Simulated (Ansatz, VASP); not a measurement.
## Ge: VASP beside Ansatz

```
CELL_PARAMETERS angstrom
0.00000 2.83817 2.83817
2.83817 0.00000 2.83817
2.83817 2.83817 0.00000
ATOMIC_POSITIONS crystal
Ge 0.50000 0.50000 0.50000
Ge 0.75000 0.75000 0.75000
```

Change from the starting cell: volume scaled by 1.01.

Alike in both runs: task single point; functional LDA; k mesh 10 × 10 × 10; occupations fermi-dirac, width 0.05 eV; no spin polarisation.

```csv
,VASP,Ansatz
version,VASP 6.6.1,Ansatz 0.2.0
potentials or method,"VASP PAW LDA potentials, release 64 (Ge_d), cutoff 520 eV","all-electron LAPW, scalar-relativistic"
```

Ansatz gave:

```
pressure (GPa) : -1.9
```

Problem. Which values does VASP return?

Solution. Pressure (GPa): -1.7.

LDA's correlation is that of Perdew and Zunger in VASP and of Perdew and Wang (1992) in Ansatz. Ansatz ran all-electron here, and VASP with PAW potentials.
